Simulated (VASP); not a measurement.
**CoSn: single point with PBEsol**

Crystal: CoSn.

```
CELL_PARAMETERS angstrom
4.90653 0.00000 0.00000
-2.45327 4.24918 0.00000
0.00000 0.00000 4.31854
ATOMIC_POSITIONS crystal
Co 0.00000 0.50000 0.00000
Co 0.50000 0.50000 0.00000
Co 0.50000 0.00000 0.00000
Sn 0.66667 0.33333 0.50000
Sn 0.33333 0.66667 0.50000
Sn 0.00000 0.00000 0.00000
```

This cell differs from its parent crystal: biaxial strain in the a-b plane: -6.0 %.

| Property | Result |
| --- | --- |
| Program | VASP 6.6.1 |
| Task | single point |
| Functional | PBEsol |
| Potentials or basis | VASP PAW PBE potentials, release 64 (Co, Sn_d) |
| Cutoff | 520 eV |
| k mesh | 12 × 12 × 8 |
| Occupations | gaussian, width 0.1 eV |
| Spin | no spin polarisation |

```
Pressure               : 17.8 GPa
Band gap on the k mesh : zero (an odd number of electrons rules out a gap without spin polarisation)
```

Stress tensor (GPa, compression positive):
```
26.84  0.00  0.00
 0.00 26.84  0.00
 0.00  0.00 -0.30
```

Levels at points of the mesh, in eV from the Fermi level:
```
           k point  band 30  band 31  band 32  band 33  band 34  band 35  band 36  band 37  band 38  band 39
(0.00, 0.00, 0.00)    -0.42    -0.40    -0.40    -0.20    -0.20     0.87     0.96     1.59     1.59     2.53
(0.50, 0.00, 0.00)    -1.07    -0.67    -0.37    -0.24     0.76     0.98     1.56     1.65     2.21     3.49
(0.00, 0.00, 0.50)    -1.07    -1.07    -0.45    -0.34    -0.34    -0.26    -0.26     0.11     0.87     1.45
(0.50, 0.00, 0.50)    -1.22    -1.10    -0.87    -0.57    -0.36    -0.32     0.05     0.54     1.80     4.80
```

Run time: 2.6 min on 1 thread of Intel(R) Xeon(R) 6975P-C (Granite Rapids), with other jobs on the host, peak memory 0.4 GiB.

Caveat: the cell differs from its parent crystal (biaxial strain in the a-b plane: -6.0 %); the cell stands under pressure; the PAW data sets were made with another functional, which shifts forces and pressure a little; spin-orbit coupling is left out, which moves the levels of the heavy elements; the run has no spin polarisation, though such a crystal can be magnetic. Spin polarisation is off, so any magnetic state and its effect on volume and gap are missing.
